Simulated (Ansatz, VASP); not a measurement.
**One calculation of Co, two programs**

```
CELL_PARAMETERS angstrom
2.35851 0.00000 0.00000
0.00000 2.35851 0.00000
0.00000 0.00000 2.35851
ATOMIC_POSITIONS crystal
Co 0.00000 0.00000 0.00000
```

Alike in both runs: task single point; functional revPBE; k mesh 15 × 15 × 15; occupations fermi-dirac, width 0.05 eV; collinear spin.

|  | VASP | Ansatz |
| --- | --- | --- |
| version | VASP 6.6.1 | Ansatz 0.2.0 |
| potentials or method | VASP PAW PBE potentials, release 64 (Co), cutoff 520 eV | plane waves (420 eV) with PAW, scalar-relativistic |
| valence electrons in the cell | 9 | 17 |

|  | VASP | Ansatz | Ansatz less VASP |
| --- | --- | --- | --- |
| pressure (GPa) | -0.6 | 0.0 | +0.67 |
| net moment per atom (μB) | 1.88 | 1.91 | +0.021 |
| size of the moment on the site where the two differ most (μB) | 1.90 | 1.93 | +0.034 |

VASP's potentials were made for PBE, not for revPBE. Site moments also hang on the region over which each program counts them. VASP's potentials hold 9 valence electrons a cell and Ansatz's 17, so a difference there can come from the potentials and not from the codes.
